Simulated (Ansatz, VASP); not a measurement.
One calculation of TiB2, two programs

```
CELL_PARAMETERS angstrom
3.02490 0.00000 0.00000
-1.51245 2.61964 0.00000
0.00000 0.00000 3.22434
ATOMIC_POSITIONS crystal
Ti 0.00000 0.00000 0.00000
B 0.33333 0.66667 0.50000
B 0.66667 0.33333 0.50000
```

Alike in both runs: functional r2SCAN; k mesh 13 × 13 × 10; occupations fermi-dirac, width 0.1 eV; no spin polarisation.

Ansatz relaxed the structure, and its values are those at the end. VASP's run is a single point on that final structure, the one shown.

```csv
,VASP,Ansatz
version,VASP 6.6.1,Ansatz 0.2.0
potentials or method,"VASP PAW PBE potentials, release 64 (Ti_sv, B), cutoff 550 eV",PAW plane waves
valence electrons in the cell,18,18
```

VASP gave:

```
pressure (GPa) : 0.7
```

Task: Which values does Ansatz return?

Result: Pressure (GPa): 0.0.

VASP's potentials were made for PBE, not for r2SCAN. The functional is the same, so the differences come from potentials, cutoffs and numerics. Ansatz's warnings: stress scf threshold loose.
